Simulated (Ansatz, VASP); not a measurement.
**FeSi: VASP beside Ansatz**

```
CELL_PARAMETERS angstrom
4.59155 0.00000 0.00000
0.00000 4.59155 0.00000
0.00000 0.00000 4.59155
ATOMIC_POSITIONS crystal
Fe 0.13037 0.13037 0.13037
Fe 0.36963 0.86963 0.63037
Fe 0.63037 0.36963 0.86963
Fe 0.86963 0.63037 0.36963
Si 0.83826 0.83826 0.83826
Si 0.66174 0.16174 0.33826
Si 0.33826 0.66174 0.16174
Si 0.16174 0.33826 0.66174
```

Alike in both runs: functional PBE; k mesh 8 × 8 × 8; occupations gaussian, width 0.01 eV; no spin polarisation.

Ansatz relaxed the structure, and its values are those at the end. VASP's run is a single point on that final structure, the one shown.

|  | VASP | Ansatz |
| --- | --- | --- |
| version | VASP 6.6.1 | Ansatz 0.2.0 |
| potentials or method | VASP PAW PBE potentials, release 64 (Fe, Si), cutoff 520 eV | scalar-relativistic, plane waves, PAW |
| valence electrons in the cell | 48 | 80 |

|  | VASP | Ansatz | Ansatz less VASP |
| --- | --- | --- | --- |
| gap on the k mesh at the Fermi level (eV) | 0.16 | 0.17 | +0.009 |
| least direct gap on the mesh (eV) | 0.18 | 0.19 | +0.008 |
| pressure (GPa) | -16.2 | -16.4 | -0.13 |
| rms of the force components (eV/Å) | 0.013 | 0.001 | -0.0114 |

VASP's potentials hold 48 valence electrons a cell and Ansatz's 80, so a difference there can come from the potentials and not from the codes. Ansatz's warnings: stress scf threshold loose.
